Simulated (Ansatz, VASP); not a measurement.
## Se in VASP and in Ansatz

```xyz
3
Lattice="4.6990 0.0000 0.0000 -2.3495 4.0695 0.0000 0.0000 0.0000 3.3338" Properties=species:S:1:pos:R:3 pbc="T T T"
Se    0.0000    0.0000    0.0000
Se    0.0000    2.7130    1.6669
Se    2.3495    1.3565    1.6669
```

Alike in both runs: functional PBE; k mesh 7 × 7 × 10; occupations fermi-dirac, width 0.1 eV; no spin polarisation.

Ansatz relaxed the structure, and its values are those at the end. VASP's run is a single point on that final structure, the one shown.

```csv
,VASP,Ansatz
version,VASP 6.6.1,Ansatz 0.2.0
potentials or method,"VASP PAW PBE potentials, release 64 (Se), cutoff 520 eV","plane waves (420 eV) with PAW, scalar-relativistic"
valence electrons in the cell,18,48
```

```tsv
	VASP	Ansatz	Ansatz less VASP
pressure (GPa)	0.0	0.0	-0.01
```

VASP's potentials hold 18 valence electrons a cell and Ansatz's 48, so a difference there can come from the potentials and not from the codes.
